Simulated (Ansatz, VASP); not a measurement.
# Bi in VASP and in Ansatz

INCAR

```
PREC = Accurate
ENCUT = 520
EDIFF = 1E-7
ISMEAR = -1
SIGMA = 0.1
LREAL = F
LASPH = T
NELM = 100
ALGO = Normal
ISIF = 2
LWAVE = F
LCHARG = F
NBANDS = 22
```

File KPOINTS:

```
regular mesh
0
Gamma
  12 12 6
```

Contents of POSCAR:

```
Bi
1.0
    3.3644073019      0.0000000000      0.0000000000
   -1.6822036510      2.9136621922      0.0000000000
    0.0000000000      0.0000000000      5.5144940834
Bi
2
Direct
    0.3333333333      0.6666666667      0.2500000000
    0.6666666667      0.3333333333      0.7500000000
```

Input for Ansatz:

```yaml
crystal:
  lattice:
    - [3.3644073019, 0.0, 0.0]
    - [-1.682203651, 2.9136621922, 0.0]
    - [0.0, 0.0, 5.5144940834]
  atoms:
    - { symbol: Bi, position: [0.3333333333, 0.6666666667, 0.25] }
    - { symbol: Bi, position: [0.6666666667, 0.3333333333, 0.75] }
hamiltonian:
  xc: lda
  pseudopotentials:
    kind: paw
    azcp:
      Bi: "pseudopotentials/Bi.paw.azcp"
basis:
  ecutwfc: 420
  fft_grid_basis: typed
kpoints:
  mp_grid: { grid: [12, 12, 6], shift: [0, 0, 0] }
magnetization:
  spin_polarized: false
scf:
  occupations: { method: fermi_dirac, width: 0.1 }
  lower_state_search: "off"
output:
  stress: true
```

Alike in both runs: task single point; functional LDA; k mesh 12 × 12 × 6; occupations fermi-dirac, width 0.1 eV; no spin polarisation.

|  | VASP | Ansatz |
| --- | --- | --- |
| version | VASP 6.6.1 | Ansatz 0.2.0 |
| potentials or method | VASP PAW LDA potentials, release 64 (Bi_d), cutoff 520 eV | plane waves (420 eV) with PAW, scalar-relativistic |
| valence electrons in the cell | 30 | 30 |

```csv
,VASP,Ansatz,Ansatz less VASP
pressure (GPa),6.5,6.3,-0.15
"traceless stress, the component that is largest in VASP (GPa)",0.45,0.45,+0.005
```

Ansatz warns that its potentials were made for another functional, while VASP's fit it. LDA's correlation is that of Perdew and Zunger in VASP and of Perdew and Wang (1992) in Ansatz.

Neither program's run includes spin-orbit coupling.
